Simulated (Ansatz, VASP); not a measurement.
# Sn4Se3: VASP beside Ansatz

```
Sn Se
1.0
    -3.65581    3.65581    3.65581
     3.65581   -3.65581    3.65581
     3.65581    3.65581   -3.65581
Sn Se
4 3
Cartesian
  1.8279 1.8279 1.8279
  1.8279 1.8279 -1.8279
  1.8279 -1.8279 1.8279
  -1.8279 1.8279 1.8279
  3.6558 0.0000 0.0000
  0.0000 3.6558 0.0000
  0.0000 0.0000 3.6558
```

Alike in both runs: functional PBE; k mesh 3 × 3 × 3; occupations gaussian, width 0.2 eV; no spin polarisation.

Ansatz relaxed the structure, and its values are those at the end. VASP's run is a single point on that final structure, the one shown.

|  | VASP | Ansatz |
| --- | --- | --- |
| version | VASP 6.6.1 | Ansatz 0.2.0 |
| potentials or method | VASP PAW PBE potentials, release 64 (Sn_d, Se), cutoff 500 eV | scalar-relativistic, plane waves, PAW |
| valence electrons in the cell | 74 | 104 |

```csv
,VASP,Ansatz,Ansatz less VASP
gap on the k mesh at the Fermi level (eV),none,none,-
pressure (GPa),-0.3,-0.3,+0.04
```

A gap of «none» marks a metal or a gap that the smearing closes. With one functional, cell and mesh, what is left measures potentials, basis and numerics. VASP's potentials hold 74 valence electrons a cell and Ansatz's 104, so a difference there can come from the potentials and not from the codes.

The k mesh is coarse, so the values compare programs but aren't converged.
